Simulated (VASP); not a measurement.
Here is a VASP 6.6.1 calculation.

POSCAR

```
TaVN2
1.0
    3.0498670000      0.0000000000      0.0000000000
    0.0000000000      3.0498670000      0.0000000000
    0.0000000000      0.0000000000      4.2960620000
Ta V N
1 1 2
Direct
    0.0000000000      0.0000000000      0.0000000000
    0.5000000000      0.5000000000      0.5000000000
    0.5000000000      0.5000000000      0.0000000000
    0.0000000000      0.0000000000      0.5000000000
```

The input INCAR.step1:

```
ALGO = Normal
EDIFF = 1E-4
ENCUT = 520
GGA = PE
ISMEAR = -1
ISPIN = 2
LASPH = T
LCHARG = F
LMAXMIX = 4
LREAL = F
LWAVE = T
MAGMOM = 0 2 0 0
NBANDS = 29
NELM = 150
PREC = Accurate
SIGMA = 0.05
```

File INCAR.step2:

```
ALGO = Normal
EDIFF = 1E-6
ENCUT = 520
ISIF = 2
ISMEAR = -1
ISPIN = 2
ISTART = 1
LASPH = T
LCHARG = F
LMAXMIX = 4
LMIXTAU = T
LORBIT = 11
LREAL = F
LWAVE = F
MAGMOM = 0 2 0 0
METAGGA = R2SCAN
NBANDS = 29
NELM = 150
PREC = Accurate
SIGMA = 0.05
```

The input KPOINTS:

```
k-points
0
Gamma
  9 9 6
```

Potentials or basis: VASP PAW PBE potentials, release 64 (Ta_pv, V_sv, N).

Command:

```console
$ cat potpaw_PBE.64/Ta_pv/POTCAR potpaw_PBE.64/V_sv/POTCAR potpaw_PBE.64/N/POTCAR > POTCAR
$ cp INCAR.step1 INCAR
$ mpirun -np 1 vasp_std > vasp.out
$ cp INCAR.step2 INCAR
$ mpirun -np 1 vasp_std > vasp.out
```

Problem. What does it give for the site moments?

Solution. Ta -0.12; V +1.88; N +0.03, +0.04 μB.

Problem. What does it give for the pressure?

Solution. 2.5 GPa.

Problem. Predict the net moment.

Solution. 1.95 μB per cell.

Stress tensor (GPa, compression positive):
```
3.33 0.00 0.00
0.00 3.33 0.00
0.00 0.00 0.79
```

Caveat: the PAW data sets were made with another functional, which shifts forces and pressure a little.
